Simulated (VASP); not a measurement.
Wanted: the native input for a VASP 6.6.1 run.

```yaml
Task: single point
Functional: PBE
Potentials_or_basis: VASP PAW PBE potentials, release 64 (Zn, Bi_d)
Cutoff: 520 eV
k_mesh: 10 × 10 × 10
Occupations: gaussian, width 0.1 eV
Spin: no spin polarisation
Dipole_correction: no
Further_INCAR_settings: ALGO = Fast; EDIFF = 1e-07; NBANDS = 36
```

The structure of ZnBi3 lies in POSCAR:

```
ZnBi3
1.0
    4.9310084567      0.0000000000      0.0000000000
    0.0000000000      4.9310084567      0.0000000000
    0.0000000000      0.0000000000      4.9310084567
Zn Bi
1 3
Direct
    0.0000000000      0.0000000000      0.0000000000
    0.0000000000      0.5000000000      0.5000000000
    0.5000000000      0.0000000000      0.5000000000
    0.5000000000      0.5000000000      0.0000000000
```

This cell differs from its parent crystal: functional PBE, strained.

The input as run:

INCAR

```
ALGO = Fast
EDIFF = 1E-7
ENCUT = 520
GGA = PE
ISIF = 2
ISMEAR = 0
LASPH = T
LCHARG = F
LREAL = F
LWAVE = F
NBANDS = 36
NELM = 60
PREC = Accurate
SIGMA = 0.1
```

KPOINTS

```
k-points
0
Gamma
  10 10 10
```

Potentials or basis: VASP PAW PBE potentials, release 64 (Zn, Bi_d).

The run is started by

```sh
$ cat potpaw_PBE.64/Zn/POTCAR potpaw_PBE.64/Bi_d/POTCAR > POTCAR
$ mpirun -np 1 vasp_std > vasp.out
```

It gave:

```
Pressure : -1.6 GPa
```

Caveat: the cell differs from its parent crystal (functional PBE, strained).

Run time: 4.3 min on 1 thread of Intel Xeon 6975P-C, with other jobs on the host, peak memory 0.37 GiB.
